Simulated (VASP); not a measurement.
Wanted: the native input for a VASP 6.6.1 run.

* Task: single point
* Functional: PBE
* Potentials or basis: VASP PAW PBE potentials, release 64 (Y_sv, C, H, O)
* Cutoff: 520 eV
* k mesh: 3 × 3 × 1
* Occupations: gaussian, width 0.05 eV
* Spin: no spin polarisation
* Dipole correction: no
* Further INCAR settings: ALGO = Normal; EDIFF = 1e-06; NBANDS = 108; NELMDL = -8

The structure of Y16HCO lies in POSCAR:

```
Y16HCO
1.0
    7.3000000000      0.0000000000      0.0000000000
    3.6500000000      6.3219850000      0.0000000000
    0.0000000000      0.0000000000     21.6012250000
Y C H O
16 1 1 1
Direct
   -0.1666666403      0.3333332806      0.0462937171
    0.3333333597      0.3333332806      0.0462937171
   -0.1666666798      0.8333333597      0.0462937171
    0.3333333202      0.8333333597      0.0462937171
   -0.0014381516      0.0023946593      0.1741607710
    0.4965546768      0.0015569477      0.1748584629
   -0.0014392448      0.4987919142      0.1741666966
    0.4940147073      0.5029056538      0.1750359065
   -0.1839108920      0.3418056196      0.3063372100
    0.3320729130      0.3297418453      0.3111121244
   -0.1616466362      0.8305239573      0.3021960097
    0.3316795706      0.8378994888      0.3111961474
   -0.0100930451      0.0103091039      0.4367434254
    0.5350755489     -0.0178453445      0.4431716257
   -0.0094781795      0.4985612905      0.4365484365
    0.4379990478      0.5307473839      0.4467431361
    0.8735893764      0.8124508362      0.4969037636
    0.8352191211      0.8310688811      0.5471709591
    1.1050555454      0.6969382243      0.4891983672
```

One way to write it, as run:

INCAR

```
  PREC = Accurate
  ENCUT = 520
  EDIFF = 1E-6
  ISMEAR = 0
  SIGMA = 0.05
  LREAL = False
  LASPH = True
  NELM = 120
  ALGO = Normal
  ISIF = 2
  LWAVE = False
  LCHARG = False
  GGA = PE
  NBANDS = 108
  GGA_COMPAT = False
  NELMDL = -8
```

KPOINTS

```
regular mesh
0
Gamma
  3 3 1
```

Potentials or basis: VASP PAW PBE potentials, release 64 (Y_sv, C, H, O).

Run with:

```sh
$ cat potpaw_PBE.64/Y_sv/POTCAR potpaw_PBE.64/C/POTCAR potpaw_PBE.64/H/POTCAR potpaw_PBE.64/O/POTCAR > POTCAR
$ mpirun -np 1 vasp_std > vasp.out
```

Results of the run:

The largest force is 0.122 eV/Å. The band gap on the k mesh is zero (an odd number of electrons rules out a gap without spin polarisation).

Caveat: an odd number of electrons without spin polarisation forces a metal; a magnetic or distorted state may lie lower.

Run time: 100 min on 1 thread of Intel Xeon 8259CL, on a shared host, peak memory 1.2 GiB.
